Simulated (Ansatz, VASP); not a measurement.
**One calculation of Ge, two programs**

```
Ge
1.0
     0.00000    2.77116    2.77116
     2.77116    0.00000    2.77116
     2.77116    2.77116    0.00000
Ge
2
Direct
  0.75000 0.75000 0.75000
  0.50000 0.50000 0.50000
```

Alike in both runs: task single point; functional r2SCAN; k mesh 8 × 8 × 8; occupations fermi-dirac, width 0.05 eV; non-collinear spin, spin-orbit coupling.

```csv
,VASP,Ansatz
version,VASP 6.6.1,Ansatz 0.2.0
potentials or method,"VASP PAW PBE potentials, release 64 (Ge_d)",Ansatz PAW
plane-wave cutoff (eV),520,500
valence electrons in the cell,28,28
```

Ansatz gave:

```
pressure (GPa)           : 5.9
net moment per atom (μB) : 0.00
```

Which values does VASP return?

Pressure (GPa): 6.0; net moment per atom (μB): 0.00.

VASP's potentials were made for PBE, not for r2SCAN. With one functional, cell and mesh, what is left measures potentials, basis and numerics.
